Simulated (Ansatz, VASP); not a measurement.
# Co: VASP beside Ansatz

File INCAR:

```
PREC = Accurate
ENCUT = 520
EDIFF = 1E-7
ISMEAR = -1
SIGMA = 0.05
LREAL = F
LASPH = T
NELM = 150
ALGO = Normal
ISIF = 2
LWAVE = F
LCHARG = T
ISPIN = 2
MAGMOM = 2 2
LORBIT = 11
LMAXMIX = 4
GGA = PS
LELF = T
LVHAR = T
NBANDS = 20
```

Contents of KPOINTS:

```
regular mesh
0
Gamma
  17 17 9
```

Contents of POSCAR:

```
Co
1.0
    2.4953926951      0.0000000000      0.0000000000
   -1.2476963476      2.1610734664      0.0000000000
    0.0000000000      0.0000000000      4.0317541369
Co
2
Direct
    0.3333333333      0.6666666667      0.2500000000
    0.6666666667      0.3333333333      0.7500000000
```

Input for Ansatz:

```yaml
crystal:
  lattice:
    - [2.4953926951, 0.0, 0.0]
    - [-1.2476963476, 2.1610734664, 0.0]
    - [0.0, 0.0, 4.0317541369]
  atoms:
    - { symbol: Co, position: [0.3333333333, 0.6666666667, 0.25], spin: 2.0 }
    - { symbol: Co, position: [0.6666666667, 0.3333333333, 0.75], spin: 2.0 }
magnetization:
  spin_polarized: true
kpoints:
  mp_grid: { grid: [17, 17, 9] }
  band_path:
    path:
      - [0.0, 0.0, 0.0]
      - [0.5, 0.0, 0.0]
      - [0.3333333333, 0.3333333333, 0.0]
      - [0.0, 0.0, 0.0]
      - [0.0, 0.0, 0.5]
      - [0.5, 0.0, 0.5]
      - [0.3333333333, 0.3333333333, 0.5]
      - [0.0, 0.0, 0.5]
      - [0.5, 0.0, 0.5]
    npoints: 5
scf:
  occupations: { method: fermi_dirac, width: 0.05 }
hamiltonian:
  xc: pbesol
  pseudopotentials: { kind: all_electron, lapw: { basis_error: 0.00025 } }
output:
  forces: true
  stress: true
  eigenvalues: true
```

Alike in both runs: task single point; functional PBEsol; k mesh 17 × 17 × 9; occupations fermi-dirac, width 0.05 eV; collinear spin.

|  | VASP | Ansatz |
| --- | --- | --- |
| version | VASP 6.6.1 | Ansatz 0.2.0 |
| potentials or method | VASP PAW PBE potentials, release 64 (Co), cutoff 520 eV | all-electron LAPW, scalar-relativistic |

VASP gave:

```
pressure (GPa)                                                : -10.7
traceless stress, the component that is largest in VASP (GPa) : -0.21
net moment per atom (μB)                                      : 1.62
size of the moment on the site where the two differ most (μB) : 1.63
```

**Question.** Estimate Ansatz's values.

**Answer.** Pressure (GPa): -10.2; traceless stress, the component that is largest in VASP (GPa): -0.11; net moment per atom (μB): 1.62; size of the moment on the site where the two differ most (μB): 1.67.

VASP's potentials were made for PBE, not for PBEsol. Site moments also hang on the region over which each program counts them. Ansatz ran all-electron here, and VASP with PAW potentials.
